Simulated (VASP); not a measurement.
# SiW6 in VASP: a series of runs

The runs below take SiW6 through single point, with PBE+D3(BJ).

All numbers are computed with VASP 6.6.1; they aren't measurements. Logs are shortened: lines on timing, memory, paths and dates and some standing lists are left out, and cuts for length are marked.

## Step 1: The cell of the first run

The cell holds a slab with vacuum, 7 atoms: a = 4.468 Å, b = 4.468 Å, c = 21.726 Å, α = 90.00°, β = 90.00°, γ = 120.00°.

## Step 2: Single point, PBE+D3(BJ)

File INCAR:

```
SYSTEM = SiW6
PREC = Accurate ; ENCUT = 520
EDIFF = 1E-7 ; ISMEAR = 0
SIGMA = 0.1 ; LREAL = .FALSE.
LASPH = .TRUE. ; NELM = 80
ALGO = Normal ; ISIF = 2
LWAVE = .FALSE. ; LCHARG = .FALSE.
LDIPOL = .TRUE. ; IDIPOL = 3
DIPOL = 0.5 0.5 0.320 ; GGA = PE
IVDW = 12 ; NBANDS = 53
```

File KPOINTS:

```
Automatic mesh
0
G
  6 6 1
  0 0 0
```

File POSCAR:

```
SiW6
1.0
    4.4682526324      0.0000000000      0.0000000000
   -2.2341263162      3.8696202902      0.0000000000
    0.0000000000      0.0000000000     21.7259061349
W Si
6 1
Direct
    0.6666666667      0.3333333333      0.1841119986
    0.3333333333      0.6666666667      0.2260931360
    0.0000000000      0.0000000000      0.2680742733
    0.6666666667      0.3333333333      0.3070897866
    0.3333333333      0.6666666667      0.3466976876
    0.0000000000      0.0000000000      0.3832248047
    0.0000000000      0.0000000000      0.5259116036
```

Potentials or basis: VASP PAW PBE potentials, release 64 (W_sv, Si).

Command:

```sh
$ cat potpaw_PBE.64/W_sv/POTCAR potpaw_PBE.64/Si/POTCAR > POTCAR
$ mpirun -np 1 vasp_std > vasp.out
```

OUTCAR:

```text
SYSTEM = SiW6
   PREC = Accurate
   ENCUT = 520
   EDIFF = 1E-7
   ISMEAR = 0
   LREAL = .FALSE.
   LASPH = .TRUE.
   NELM = 80
   ISIF = 2
   GGA = PE
   IVDW = 12
 IVDW          = 12

 ion  position               nearest neighbor table
   1  0.667  0.333  0.184-   4 2.67   2 2.74   2 2.74   2 2.74   3 3.16   3 3.16   3 3.16
   2  0.333  0.667  0.226-   5 2.62   3 2.74   3 2.74   3 2.74   1 2.74   1 2.74   1 2.74   4 3.12
                             4 3.12   4 3.12
   3  0.000  0.000  0.268-   6 2.50   4 2.72   4 2.72   4 2.72   2 2.74   2 2.74   2 2.74   5 3.09
                             5 3.09   5 3.09   1 3.16   1 3.16   1 3.16
   4  0.667  0.333  0.307-   1 2.67   3 2.72   3 2.72   3 2.72   5 2.72   5 2.72   5 2.72   6 3.06
                             6 3.06   6 3.06   2 3.12   2 3.12   2 3.12
   5  0.333  0.667  0.347-   2 2.62   6 2.70   6 2.70   6 2.70   4 2.72   4 2.72   4 2.72   3 3.09
                             3 3.09   3 3.09
   6  0.000  0.000  0.383-   3 2.50   5 2.70   5 2.70   5 2.70   4 3.06   4 3.06   4 3.06   7 3.10

   7  0.000  0.000  0.526-   6 3.10

  LATTYP: Found a hexagonal cell.
 ALAT       =     4.4682526324
 C/A-ratio  =     4.8622824004

  Lattice vectors:

 A1 = (   4.4682526324,   0.0000000000,   0.0000000000)
 A2 = (  -2.2341263162,   3.8696202902,   0.0000000000)
 A3 = (   0.0000000000,   0.0000000000,  21.7259061349)

Analysis of symmetry for initial positions (statically):
=====================================================================
 Subroutine PRICEL returns:
 Original cell was already a primitive cell.

 Routine SETGRP: Setting up the symmetry group for a
 hexagonal supercell.

 Subroutine GETGRP returns: Found  6 space group operations
 (whereof  6 operations were pure point group operations)
 out of a pool of 24 trial point group operations.

The static configuration has the point symmetry C_3v.

Analysis of symmetry for dynamics (positions and initial velocities):
=====================================================================
 Subroutine PRICEL returns:
 Original cell was already a primitive cell.

 Routine SETGRP: Setting up the symmetry group for a
 hexagonal supercell.

 Subroutine GETGRP returns: Found  6 space group operations
 (whereof  6 operations were pure point group operations)
 out of a pool of 24 trial point group operations.

The dynamic configuration has the point symmetry C_3v.

 Subroutine INISYM returns: Found  6 space group operations
 (whereof  6 operations are pure point group operations),
 and found     1 'primitive' translations

----------------------------------------------------------------------------------------

                                     Primitive cell

  volume of cell :     375.6505

  direct lattice vectors                    reciprocal lattice vectors
     4.468252632  0.000000000  0.000000000     0.223801133  0.129211644  0.000000000
    -2.234126316  3.869620290  0.000000000     0.000000000  0.258423288  0.000000000
     0.000000000  0.000000000 21.725906135     0.000000000  0.000000000  0.046028000

  length of vectors
     4.468252632  4.468252632 21.725906135     0.258423288  0.258423288  0.046028000

  position of ions in fractional coordinates (direct lattice)
     0.666666667  0.333333333  0.184111999
     0.333333333  0.666666667  0.226093136
     0.000000000  0.000000000  0.268074273
     0.666666667  0.333333333  0.307089787
     0.333333333  0.666666667  0.346697688
     0.000000000  0.000000000  0.383224805
     0.000000000  0.000000000  0.525911604

  ion indices of the primitive-cell ions
   primitive index   ion index
                 1           1
                 2           2
                 3           3
                 4           4
                 5           5
                 6           6
                 7           7

----------------------------------------------------------------------------------------

 KPOINTS: Automatic mesh

Automatic generation of k-mesh.
 Grid dimensions read from file:
 generate k-points for:    6    6    1

 Generating k-lattice:

  Cartesian coordinates                     Fractional coordinates (reciprocal lattice)
     0.037300189  0.021535274  0.000000000     0.166666667  0.000000000  0.000000000
     0.000000000  0.043070548  0.000000000     0.000000000  0.166666667  0.000000000
     0.000000000  0.000000000  0.046028000     0.000000000  0.000000000  1.000000000

  Length of vectors
     0.043070548  0.043070548  0.046028000

  Shift w.r.t. Gamma in fractional coordinates (k-lattice)
     0.000000000  0.000000000  0.000000000

 Subroutine IBZKPT returns following result:
 ===========================================

 Found      7 irreducible k-points:

 Following reciprocal coordinates:
            Coordinates               Weight
  0.000000  0.000000  0.000000      1.000000
  0.166667 -0.000000  0.000000      6.000000
  0.333333 -0.000000  0.000000      6.000000
  0.500000 -0.000000  0.000000      3.000000
  0.166667  0.166667  0.000000      6.000000
  0.333333  0.166667  0.000000     12.000000
  0.333333  0.333333  0.000000      2.000000
   k-points           NKPTS =      7   k-points in BZ     NKDIM =      7   number of bands    NBANDS=     53
   number of dos      NEDOS =    301   number of ions     NIONS =      7
   total plane-waves  NPLWV = 209952
   dimension x,y,z NGX =    36 NGY =   36 NGZ =  162
   dimension x,y,z NGXF=    72 NGYF=   72 NGZF=  324
   ions per type =               6   1
   NGX,Y,Z   is equivalent  to a cutoff of  13.39, 13.39, 12.40 a.u.
   NGXF,Y,Z  is equivalent  to a cutoff of  26.79, 26.79, 24.79 a.u.
 SYSTEM =  SiW6
   PREC   = accura    normal or accurate (medium, high low for compatibility)
   ISTART =      0    job   : 0-new  1-cont  2-samecut
   ICHARG =      2    charge: 1-file 2-atom 10-const
   ISPIN  =      1    spin polarized calculation?
   LNONCOLLINEAR =      F non collinear calculations
   LSORBIT =      F    spin-orbit coupling
   LASPH  =      T    aspherical Exc in radial PAW
   ENCUT  =  520.0 eV  38.22 Ry    6.18 a.u.   8.31  8.31 40.40*2*pi/ulx,y,z
   NELM   =     80;   NELMIN=  2; NELMDL= -5     # of ELM steps
   EDIFF  = 0.1E-06   stopping-criterion for ELM
   LREAL  =      F    real-space projection
   EDIFFG = 0.1E-05   stopping-criterion for IOM
   NSW    =      0    number of steps for IOM
   IBRION =     -1    ionic relax: 0-MD 1-quasi-New 2-CG
   NFREE  =      0    steps in history (QN), initial steepest desc. (CG)
   ISIF   =      2    stress and relaxation
   ISYM   =      2    0-nonsym 1-usesym 2-fastsym
   POTIM  = 0.5000    time-step for ionic-motion
   TEBEG  =    0.0;   TEEND  =   0.0 temperature during run
   PSTRESS=    0.0 pullay stress
   NELECT =      88.0000    total number of electrons
   NUPDOWN=      -1.0000    fix difference up-down
   EMIN   =  10.00;   EMAX   =-10.00  energy-range for DOS
   EFERMI =   0.00;   METHOD = LEGACY
   ISMEAR =     0;   SIGMA  =   0.10  broadening in eV -4-tet -1-fermi 0-gaus
   EFERMI_NEDOS =   21; number of points for ismear=-14 and -15
   IALGO  =     38    algorithm
   IMIX   =      4    mixing-type and parameters
     AMIX     =   0.40;   BMIX     =  1.00
     AMIX_MAG =   1.60;   BMIX_MAG =  1.00
  volume/ion in A,a.u.               =      53.66       362.14
  Fermi-wavevector in a.u.,A,eV,Ry     =   1.009193  1.907099 13.857143  1.018471
  Thomas-Fermi vector in A             =   2.142107
   LORBIT       =      0    0 simple, 1 ext, 2 COOP (PROOUT), +10 PAW based schemes
   GGA     = PE    functional components
   LHFCALC =     F    Hartree Fock is set to
   AEXX    =    0.0000 exact exchange contribution
   IVDW    =    12    specifies the selected vdW correction
   LEPSILON=     F    determine dielectric tensor
   LRPA    =     F    only Hartree local field effects (RPA)
 non-spin polarized calculation
 Gauss-broadening in eV      SIGMA  =   0.10
  energy-cutoff  :      520.00
  volume of cell :      375.65
 maximum number of plane-waves:     10145
 NGX is ok and might be reduce to    36
   NGX = 17   NGY = 17   NGZ = 81

 dipolmoment           0.000000      0.000000     -0.489749 electrons x Angstroem

 number of electron      88.0000002 magnetization

 dipolmoment           0.000000      0.000000      0.081441 electrons x Angstroem

 Free energy of the ion-electron system (eV)
  ---------------------------------------------------
  ext. energy  EPLUGINS =         0.00000000
  ---------------------------------------------------
  free energy    TOTEN  =       -72.31044607 eV

  energy without entropy =      -72.27720672  energy(sigma->0) =      -72.29382639

 E-fermi :   0.3326     XC(G=0):  -5.3917

 val. band max:        0.2842853728   @ k =   0.1667   0.1667   0.0000
 cond. band min:       0.3329516585   @ k =   0.3333   0.3333   0.0000
 fundamental gap:      0.0486662857
 Fermi energy:         0.3325807073

 k-point     1 :       0.0000    0.0000    0.0000
  band No.  band energies     occupation
      1     -73.7351      2.00000
      2     -73.6183      2.00000
      3     -73.5732      2.00000
      4     -73.4937      2.00000
      5     -73.4035      2.00000
      6     -73.3340      2.00000
[... 45 lines left out ...]
     52       2.5367      0.00000
     53       2.8339      0.00000

 k-point     2 :       0.1667   -0.0000    0.0000
  band No.  band energies     occupation
      1     -73.7265      2.00000
      2     -73.6233      2.00000
      3     -73.5715      2.00000
      4     -73.4894      2.00000
      5     -73.4098      2.00000
      6     -73.3376      2.00000
[... 45 lines left out ...]
     52       2.5431      0.00000
     53       2.7008      0.00000

 k-point     3 :       0.3333   -0.0000    0.0000
  band No.  band energies     occupation
      1     -73.7058      2.00000
      2     -73.6369      2.00000
      3     -73.5680      2.00000
      4     -73.4776      2.00000
      5     -73.4254      2.00000
      6     -73.3451      2.00000
[... 45 lines left out ...]
     52       2.1218      0.00000
     53       2.4660      0.00000

 k-point     4 :       0.5000   -0.0000    0.0000
  band No.  band energies     occupation
      1     -73.6909      2.00000
      2     -73.6480      2.00000
      3     -73.5661      2.00000
      4     -73.4675      2.00000
      5     -73.4375      2.00000
      6     -73.3490      2.00000
[... 45 lines left out ...]
     52       2.5702      0.00000
     53       2.7657      0.00000

 k-point     5 :       0.1667    0.1667    0.0000
  band No.  band energies     occupation
      1     -73.7118      2.00000
      2     -73.6327      2.00000
      3     -73.5689      2.00000
      4     -73.4811      2.00000
      5     -73.4209      2.00000
      6     -73.3432      2.00000
[... 45 lines left out ...]
     52       2.0674      0.00000
     53       2.4114      0.00000

 k-point     6 :       0.3333    0.1667    0.0000
  band No.  band energies     occupation
      1     -73.6918      2.00000
      2     -73.6469      2.00000
      3     -73.5661      2.00000
      4     -73.4676      2.00000
      5     -73.4376      2.00000
      6     -73.3490      2.00000
[... 45 lines left out ...]
     52       2.1743      0.00000
     53       2.3129      0.00000

 k-point     7 :       0.3333    0.3333    0.0000
  band No.  band energies     occupation
      1     -73.6823      2.00000
      2     -73.6542      2.00000
      3     -73.5652      2.00000
      4     -73.4539      2.00000
      5     -73.4524      2.00000
      6     -73.3510      2.00000
[... 45 lines left out ...]
     52       1.7505      0.00000
     53       1.9234      0.00000

------------------------ aborting loop because EDIFF is reached ----------------------------------------

 vacuum level on the upper side and lower side of the slab       (xc-potential included)         0.261        -0.537

 Edisp (eV)   -2.77882

 E8    (eV) :    -1.4580

  FORCE on cell =-STRESS in cart. coord.  units (eV):
  Direction    XX          YY          ZZ          XY          YZ          ZX
  --------------------------------------------------------------------------------------
  -------------------------------------------------------------------------------------
  Total      -7.98369    -7.98369    -7.30110     0.00000     0.00000     0.00000
  in kB     -34.05102   -34.05102   -31.13972     0.00000     0.00000     0.00000
  external pressure =      -33.08 kB  Pullay stress =        0.00 kB

 VOLUME and BASIS-vectors are now :
 -----------------------------------------------------------------------------
  energy-cutoff  :      520.00
  volume of cell :      375.65
      direct lattice vectors                 reciprocal lattice vectors
     4.468252632  0.000000000  0.000000000     0.223801133  0.129211644  0.000000000
    -2.234126316  3.869620290  0.000000000     0.000000000  0.258423288  0.000000000
     0.000000000  0.000000000 21.725906135     0.000000000  0.000000000  0.046028000

 POSITION                                       TOTAL-FORCE (eV/Angst)
 -----------------------------------------------------------------------------------
      2.23413      1.28987      4.00000        -0.000000     -0.000000      2.093784
     -0.00000      2.57975      4.91208         0.000000      0.000000     -0.585758
      0.00000      0.00000      5.82416        -0.000000      0.000000     -2.251135
      2.23413      1.28987      6.67180         0.000000     -0.000000     -0.091576
     -0.00000      2.57975      7.53232        -0.000000      0.000000      0.374798
      0.00000      0.00000      8.32591        -0.000000      0.000000      2.276690
      0.00000      0.00000     11.42591        -0.000000      0.000000     -1.816802
 -----------------------------------------------------------------------------------
    total drift:                               -0.000000     -0.000000     -0.000035

  FREE ENERGIE OF THE ION-ELECTRON SYSTEM (eV)
  ---------------------------------------------------
  free  energy   TOTEN  =       -75.0892661763 eV

  energy  without entropy=      -75.0560268255  energy(sigma->0) =      -75.07264650

 vacuum level on the upper side and lower side of the slab         4.876         4.056
```

Wall time 8.3 min (1 thread of Intel Xeon 8259CL, shared host); peak memory 0.53 GiB.

Results:

```yaml
Free_energy: -75.0893 eV
Largest_force: 2.277 eV/Å
Band_gap_on_the_k_mesh: zero (bands 44 and 45 overlap by 0.30 eV)
Dispersion_energy_per_atom: -0.397 eV
```

Forces in eV/Å, atoms in the order of the input:
```
W    0.000  0.000  2.094
W    0.000  0.000 -0.586
W    0.000  0.000 -2.251
W    0.000  0.000 -0.092
W    0.000  0.000  0.375
W    0.000  0.000  2.277
Si   0.000  0.000 -1.817
```

Levels at points of the mesh, in eV from the Fermi level:
```csv
k point,band 41,band 42,band 43,band 44,band 45,band 46,band 47,band 48
"(0.00, 0.00, 0.00)",-1.24,-1.09,-1.09,-0.45,0.72,1.13,1.13,1.60
"(0.50, 0.00, 0.00)",-1.00,-0.76,-0.30,0.13,0.13,0.27,0.40,0.77
```

Caveat: spin-orbit coupling is left out, which moves the levels of the heavy elements.

## Step 3: Single point, PBE+D3(BJ)

File INCAR:

```
SYSTEM = SiW6
PREC = Accurate
ENCUT = 520
EDIFF = 1E-6
ISMEAR = 0
SIGMA = 0.1
LREAL = .FALSE.
LASPH = .TRUE.
NELM = 100
ALGO = Normal
ISIF = 2
LWAVE = .FALSE.
LCHARG = .FALSE.
LDIPOL = .TRUE.
IDIPOL = 3
DIPOL = 0.5 0.5 0.320
GGA = PE
IVDW = 12
NBANDS = 53
```

File KPOINTS:

```
regular mesh
0
G
  6 6 1
  0 0 0
```

Changes to POSCAR since step 2:

```diff
@@ -14,2 +14,2 @@
     0.0000000000      0.0000000000      0.3832248047
-    0.0000000000      0.0000000000      0.5259116036
+    0.3333333333      0.6666666667      0.5259116036
```

Potentials or basis: VASP PAW PBE potentials, release 64 (W_sv, Si).

Command:

```sh
$ cat potpaw_PBE.64/W_sv/POTCAR potpaw_PBE.64/Si/POTCAR > POTCAR
$ mpirun -np 1 vasp_std > vasp.out
```

Run time: 6.7 min. Hardware: 1 thread of Intel Xeon 8259CL, shared host; peak memory 0.51 GiB.

It converged, with:

* Free energy: -75.0455 eV
* Largest force: 6.033 eV/Å
* Band gap on the k mesh: zero (bands 44 and 45 overlap by 0.36 eV)
* Dispersion energy per atom: -0.407 eV

Forces in eV/Å, atoms in the order of the input:
```
W    0.000  0.000  2.063
W    0.000  0.000 -1.197
W    0.000  0.000 -1.775
W    0.000  0.000 -4.102
W    0.000  0.000  0.310
W    0.000  0.000  6.033
Si   0.000  0.000 -1.332
```

Levels at points of the mesh, in eV from the Fermi level:
| k point | band 42 | band 43 | band 44 | band 45 | band 46 | band 47 |
| --- | --- | --- | --- | --- | --- | --- |
| (0.00, 0.00, 0.00) | -1.06 | -0.96 | -0.45 | 0.87 | 1.44 | 1.44 |
| (0.50, 0.00, 0.00) | -0.62 | -0.39 | 0.06 | 0.19 | 0.31 | 0.89 |

Caveat: spin-orbit coupling is left out, which moves the levels of the heavy elements.

## Step 4: Single point, PBE+D3(BJ)

File INCAR:

```
ALGO = Normal
DIPOL = 0.5 0.5 0.320
EDIFF = 1E-6
ENCUT = 520
GGA = PE
IDIPOL = 3
ISIF = 2
ISMEAR = 0
IVDW = 12
LASPH = True
LCHARG = True
LDIPOL = True
LELF = True
LREAL = False
LVACPOTAV = True
LVHAR = True
LWAVE = False
NBANDS = 53
NELM = 60
PREC = Accurate
SIGMA = 0.1
```

File KPOINTS:

```
k-points
0
Gamma
  6 6 1
```

Changes to POSCAR since step 3:

```diff
@@ -14,2 +14,2 @@
     0.0000000000      0.0000000000      0.3832248047
-    0.3333333333      0.6666666667      0.5259116036
+    0.6666666667      0.3333333333      0.5259116036
```

Command:

```sh
$ cat potpaw_PBE.64/W_sv/POTCAR potpaw_PBE.64/Si/POTCAR > POTCAR
$ mpirun -np 1 vasp_std > vasp.out
```

Run time: 7.2 min. Hardware: 1 thread of Intel Xeon 8259CL, shared host; peak memory 0.51 GiB.

The run converged. Its results:

```yaml
Free_energy: -74.7800 eV
Largest_force: 5.929 eV/Å
Band_gap_on_the_k_mesh: 0.04 eV (least direct gap 0.15 eV)
Dispersion_energy_per_atom: -0.408 eV
```

Forces on the atoms (eV/Å):
```
W    0.000  0.000  1.941
W    0.000  0.000 -0.932
W    0.000  0.000 -1.936
W    0.000  0.000 -3.829
W    0.000  0.000 -0.078
W    0.000  0.000  5.929
Si   0.000  0.000 -1.095
```

Levels at points of the mesh, in eV from the valence-band top:
```tsv
k point	band 42	band 43	band 44	band 45	band 46	band 47
(0.00, 0.00, 0.00)	-1.03	-0.91	-0.43	0.72	1.44	1.44
(0.50, 0.00, 0.00)	-0.66	-0.19	0.00	0.21	0.34	0.83
```

Caveat: spin-orbit coupling is left out, which moves the levels of the heavy elements.

## Step 5: Summary

```csv
cell,gap on the mesh (eV),largest force (eV/Å)
"as given, atomic positions A",none,2.28
"as given, atomic positions B",none,6.03
"as given, atomic positions C",0.04,5.93
```

Alike in all rows: task single point; level PBE+D3(BJ); potentials or basis VASP PAW PBE potentials, release 64 (W_sv, Si); no spin polarisation; k mesh 6 × 6 × 1; cutoff (eV) 520; smearing gaussian 0.1 eV.

Caveats: spin-orbit coupling is left out, which moves the levels of the heavy elements.

Total energies depend on the potentials used, so only differences within one code and one set of settings carry meaning.

The gap in the log of VASP goes by the Fermi energy; the results here count the filled bands.